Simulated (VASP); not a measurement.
# Al3BAs2 (P-4m2) in VASP: a series of runs, part 2 of 3

VASP 6.6.1.

## Step 3: Single point, PBE

This run uses another cell than the first one, of 23.91 Å³/atom.

INCAR

```
SYSTEM = Al3BAs2
PREC = Accurate
ENCUT = 520
EDIFF = 1E-7
ISMEAR = 0
SIGMA = 0.1
LREAL = .FALSE.
LASPH = .TRUE.
NELM = 80
ALGO = Normal
ISIF = 2
LWAVE = .FALSE.
LCHARG = .FALSE.
GGA = PE
NBANDS = 20
```

KPOINTS

```
Automatic mesh
0
G
  4 4 4
  0 0 0
```

POSCAR

```
Al3BAs2
1.0
    3.8975035505      0.0000000000      0.0000000000
    0.0000000000      3.8975035505      0.0000000000
    0.0000000000      0.0000000000      9.4436899158
Al B As
3 1 2
Direct
    0.0000000000      0.5000000000      0.5917767838
    0.5000000000      0.0000000000      0.4082232162
    0.5000000000      0.5000000000      0.0000000000
    0.0000000000      0.0000000000      0.5000000000
    0.5000000000      0.5000000000      0.7544482950
    0.5000000000      0.5000000000      0.2455517050
```

Potentials or basis: VASP PAW PBE potentials, release 64 (Al, B, As).

On the command line:

```bash
> cat potpaw_PBE.64/Al/POTCAR potpaw_PBE.64/B/POTCAR potpaw_PBE.64/As/POTCAR > POTCAR
> mpirun -np 1 vasp_std > vasp.out
```

OUTCAR:

```text
SYSTEM = Al3BAs2
   PREC = Accurate
   ENCUT = 520
   EDIFF = 1E-7
   ISMEAR = 0
   LREAL = .FALSE.
   LASPH = .TRUE.
   NELM = 80
   ISIF = 2
   GGA = PE

 ion  position               nearest neighbor table
   1  0.000  0.500  0.592-   4 2.13   4 2.13   5 2.48   5 2.48   2 3.26   2 3.26   2 3.26   2 3.26

   2  0.500  0.000  0.408-   4 2.13   4 2.13   6 2.48   6 2.48   1 3.26   1 3.26   1 3.26   1 3.26

   3  0.500  0.500  0.000-   5 2.32   6 2.32
   4  0.000  0.000  0.500-   1 2.13   2 2.13   1 2.13   2 2.13
   5  0.500  0.500  0.754-   3 2.32   1 2.48   1 2.48
   6  0.500  0.500  0.246-   3 2.32   2 2.48   2 2.48

  LATTYP: Found a simple tetragonal cell.
 ALAT       =     3.8975035505
 C/A-ratio  =     2.4230099584

  Lattice vectors:

 A1 = (   3.8975035505,   0.0000000000,   0.0000000000)
 A2 = (   0.0000000000,   3.8975035505,   0.0000000000)
 A3 = (   0.0000000000,   0.0000000000,   9.4436899158)

Analysis of symmetry for initial positions (statically):
=====================================================================
 Subroutine PRICEL returns:
 Original cell was already a primitive cell.

[... 175 lines left out ...]
 fundamental gap:      0.0044535151
 Fermi energy:         3.0312836590

 k-point     1 :       0.0000    0.0000    0.0000
  band No.  band energies     occupation
      1      -8.6381      2.00000
      2      -8.1119      2.00000
      3      -5.4349      2.00000
      4      -1.9271      2.00000
      5      -1.2955      2.00000
      6       1.0520      2.00000
[... 403 lines left out ...]
     19       9.0722      0.00000
     20       9.0722      0.00000

------------------------ aborting loop because EDIFF is reached ----------------------------------------

  FORCE on cell =-STRESS in cart. coord.  units (eV):
  Direction    XX          YY          ZZ          XY          YZ          ZX
  --------------------------------------------------------------------------------------
  -------------------------------------------------------------------------------------
  Total       -0.1044607     -0.1044607      0.0990660      0.0000000     -0.0000000      0.0000000
  in kB       -1.1666718     -1.1666718      1.1064210      0.0000000     -0.0000000      0.0000000
  external PRESSURE =      -0.4089742 kB  Pullay stress =       0.0000000 kB

 VOLUME and BASIS-vectors are now :
 -----------------------------------------------------------------------------
  energy-cutoff  :      520.00
  volume of cell :      143.45
      direct lattice vectors                 reciprocal lattice vectors
     3.897503551  0.000000000  0.000000000     0.256574494  0.000000000  0.000000000
     0.000000000  3.897503551  0.000000000     0.000000000  0.256574494  0.000000000
     0.000000000  0.000000000  9.443689916     0.000000000  0.000000000  0.105890813

 POSITION                                       TOTAL-FORCE (eV/Angst)
 -----------------------------------------------------------------------------------
      0.00000      1.94875      5.58856        -0.000000     -0.000000     -0.012825
      1.94875      0.00000      3.85513        -0.000000     -0.000000      0.012825
      1.94875      1.94875      0.00000        -0.000000     -0.000000      0.000000
      0.00000      0.00000      4.72184        -0.000000     -0.000000      0.000000
      1.94875      1.94875      7.12478        -0.000000     -0.000000      0.006529
      1.94875      1.94875      2.31891         0.000000      0.000000     -0.006529
 -----------------------------------------------------------------------------------
    total drift:                                0.000000      0.000000      0.000000

  FREE ENERGIE OF THE ION-ELECTRON SYSTEM (eV)
  ---------------------------------------------------
  free  energy   TOTEN  =       -24.6224639441 eV

  energy  without entropy=      -24.6160433805  energy(sigma->0) =      -24.61925366
```

It took 27 s on 1 thread of Intel Xeon 6975P-C (Granite Rapids), shared host; peak memory 0.25 GiB.

Results:

| Quantity | Value |
| --- | --- |
| Free energy | -24.6225 eV |
| Pressure | 0.0 GPa |
| Largest force | 0.013 eV/Å |
| Band gap on the k mesh | zero (bands 11 and 12 overlap by 1.60 eV) |

Forces on the atoms (eV/Å):
```
Al   0.000  0.000 -0.013
Al   0.000  0.000  0.013
Al   0.000  0.000  0.000
B    0.000  0.000  0.000
As   0.000  0.000  0.007
As   0.000  0.000 -0.007
```

Stress tensor (GPa, compression positive):
```
-0.12  0.00  0.00
 0.00 -0.12  0.00
 0.00  0.00  0.11
```

Levels at points of the mesh, in eV from the Fermi level:
| k point | band 9 | band 10 | band 11 | band 12 | band 13 | band 14 |
| --- | --- | --- | --- | --- | --- | --- |
| (0.00, 0.00, 0.00) | -0.59 | 0.00 | 0.31 | 0.47 | 0.47 | 2.08 |
| (0.50, 0.00, 0.00) | -0.86 | -0.64 | 0.37 | 0.46 | 0.50 | 1.97 |
| (0.50, 0.50, 0.00) | -2.66 | -1.80 | -1.80 | -0.86 | 0.24 | 1.57 |
| (0.00, 0.00, 0.50) | -0.75 | -0.75 | 0.73 | 0.73 | 1.78 | 1.92 |
| (0.50, 0.00, 0.50) | -1.03 | -0.85 | -0.64 | 0.43 | 1.15 | 1.87 |
| (0.50, 0.50, 0.50) | -2.92 | -1.25 | -1.25 | -0.87 | 0.81 | 0.81 |

Caveat: the k points lie up to 0.40 Å⁻¹ apart, too coarse for converged energies and pressures of a metal.

## Step 4: Single point, PBE

This run uses another cell than the first one, of 23.77 Å³/atom.

INCAR

```
SYSTEM = Al3BAs2
  PREC = Accurate
  ENCUT = 520
  EDIFF = 1E-6
  ISMEAR = 0
  SIGMA = 0.1
  LREAL = .FALSE.
  LASPH = .TRUE.
  NELM = 100
  ALGO = Normal
  ISIF = 2
  LWAVE = .FALSE.
  LCHARG = .FALSE.
  GGA = PE
  NBANDS = 20
```

KPOINTS

```
Automatic mesh
0
G
  10 10 4
  0 0 0
```

POSCAR

```
Al3BAs2
1.0
    3.8725524208      0.0000000000      0.0000000000
    0.0000000000      3.8725524208      0.0000000000
    0.0000000000      0.0000000000      9.5110284670
Al B As
3 1 2
Direct
    0.0000000000      0.5000000000      0.5927493650
    0.5000000000      0.0000000000      0.4072506350
    0.5000000000      0.5000000000      0.0000000000
    0.0000000000      0.0000000000      0.5000000000
    0.5000000000      0.5000000000      0.7559687836
    0.5000000000      0.5000000000      0.2440312164
```

On the command line:

```bash
> cat potpaw_PBE.64/Al/POTCAR potpaw_PBE.64/B/POTCAR potpaw_PBE.64/As/POTCAR > POTCAR
> mpirun -np 1 vasp_std > vasp.out
```

Run time: 74 s. Hardware: 1 thread of Intel Xeon 6975P-C (Granite Rapids), shared host; peak memory 0.35 GiB.

Results (log left out):

```
Free energy            : -24.5623 eV
Pressure               : 0.1 GPa
Largest force          : 0.018 eV/Å
Band gap on the k mesh : zero (bands 11 and 12 overlap by 1.60 eV)
```

Forces on the atoms (eV/Å):
```
Al   0.000  0.000 -0.016
Al   0.000  0.000  0.016
Al   0.000  0.000  0.000
B    0.000  0.000  0.000
As   0.000  0.000 -0.018
As   0.000  0.000  0.018
```

Stress tensor (GPa, compression positive):
```
0.00 0.00 0.00
0.00 0.00 0.00
0.00 0.00 0.18
```

Levels at points of the mesh, in eV from the Fermi level:
| k point | band 9 | band 10 | band 11 | band 12 | band 13 | band 14 |
| --- | --- | --- | --- | --- | --- | --- |
| (0.00, 0.00, 0.00) | -0.49 | 0.05 | 0.37 | 0.53 | 0.53 | 2.15 |
| (0.50, 0.00, 0.00) | -0.74 | -0.50 | 0.36 | 0.46 | 0.58 | 2.03 |
| (0.50, 0.50, 0.00) | -2.62 | -1.79 | -1.79 | -0.80 | 0.29 | 1.58 |
| (0.00, 0.00, 0.50) | -0.66 | -0.66 | 0.78 | 0.78 | 1.82 | 2.01 |
| (0.50, 0.00, 0.50) | -1.03 | -0.72 | -0.50 | 0.52 | 1.15 | 1.87 |
| (0.50, 0.50, 0.50) | -2.87 | -1.26 | -1.26 | -0.82 | 0.84 | 0.84 |

(Part 2 of 3 ends here.)
